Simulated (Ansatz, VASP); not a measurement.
**Cd in VASP and in Ansatz**

Contents of INCAR:

```
SYSTEM = Cd
PREC = Accurate ; ENCUT = 520
EDIFF = 1E-7 ; ISMEAR = 1
SIGMA = 0.01 ; LREAL = .FALSE.
LASPH = .TRUE. ; NELM = 80
ALGO = Normal ; ISIF = 2
LWAVE = .FALSE. ; LCHARG = .TRUE.
GGA = PE ; IVDW = 12
LELF = .TRUE. ; LVHAR = .TRUE.
NBANDS = 12
```

The input KPOINTS:

```
regular mesh
0
G
  8 8 8
  0 0 0
```

The input POSCAR:

```
Cd
1.0
   -0.0239640000      2.2726000000      2.2006550000
    2.2249750000      0.0139780000      2.1627130000
    2.2231780000      2.2328610000      0.0157750000
Cd
1
Direct
    0.0000000000      0.0000000000      0.0000000000
```

input.yaml

```yaml
crystal:
  lattice:
    - [-0.023964, 2.2726, 2.200655]
    - [2.224975, 0.013978, 2.162713]
    - [2.223178, 2.232861, 0.015775]
  atoms:
    - { symbol: Cd, position: [0.0, 0.0, 0.0] }
hamiltonian:
  xc: pbe
  pseudopotentials: { kind: paw, accuracy: stringent }
  dispersion: d3bj
kpoints:
  mp_grid: { grid: [8, 8, 8] }
  band_path:
    path:
      - [[0.5, 0.0, 0.0], [0.0, 0.0, 0.0], [-0.5, -0.5, -0.5]]
      - [[0.0, -0.5, -0.5], [0.0, 0.0, 0.0], [0.0, 0.5, 0.0]]
      - [[0.5, 0.5, 0.0], [0.0, 0.0, 0.0], [-0.5, 0.0, -0.5]]
      - [[0.0, 0.0, -0.5], [0.0, 0.0, 0.0]]
    npoints: 14
scf:
  occupations: { method: methfessel_paxton, width: 0.01 }
  n_extra_bands: 6
output:
  forces: true
  stress: true
  eigenvalues: true
  fatbands: true
```

Change from the starting cell: cell strained at random at fixed volume.

Alike in both runs: functional PBE; dispersion D3(BJ); k mesh 8 × 8 × 8; occupations methfessel-paxton of order 1, width 0.01 eV; no spin polarisation.

|  | VASP | Ansatz |
| --- | --- | --- |
| version | VASP 6.6.1 | Ansatz 0.2.0 |
| potentials or method | VASP PAW PBE potentials, release 64 (Cd) | SSSP precision PAW |
| plane-wave cutoff (eV) | 520 | 1361 |
| valence electrons in the cell | 12 | 20 |
| task | single point | band structure |

```tsv
	VASP	Ansatz	Ansatz less VASP
gap on the k mesh at the Fermi level (eV)	none	none	-
pressure (GPa)	-0.5	-0.8	-0.32
traceless stress, the component that is largest in VASP (GPa)	0.71	0.73	+0.017
```

A gap of «none» marks a metal or a gap that the smearing closes. VASP's potentials hold 12 valence electrons a cell and Ansatz's 20, so a difference there can come from the potentials and not from the codes.
